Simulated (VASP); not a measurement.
Mg9O8 (a cell with a defect), 17 atoms in the cell. The cell holds a defect, 17 atoms: a = 6.155 Å, b = 6.155 Å, c = 6.155 Å, α = 60.00°, β = 60.00°, γ = 60.00°. 

* Program: VASP 6.6.1
* Task: relaxation of the atoms
* Functional: LDA
* Potentials or basis: VASP PAW LDA potentials, release 64 (Mg, O)
* Cutoff: 520 eV
* k mesh: 3 × 3 × 3
* Occupations: fermi-dirac, width 0.02 eV
* Spin: no spin polarisation
* Dipole correction: no
* Further INCAR settings: ALGO = Normal; EDIFF = 1e-07; IBRION = 2; EDIFFG = -0.03; NSW = 80

Potentials or basis: VASP PAW LDA potentials, release 64 (Mg, O).

The run is started by

```console
$ cat potpaw_LDA.64/Mg/POTCAR potpaw_LDA.64/O/POTCAR > POTCAR
$ mpirun -np 1 vasp_std > vasp.out
```

Hardware: 1 thread of Oxide Virtual Turin-like Processor (shared host).

How long does it take, and how much memory?

It took 35 min on 1 thread of Oxide Virtual Turin-like Processor, on a shared host, peak memory 0.26 GiB. Counts: scf iterations 135, k points 14, ion steps 15.
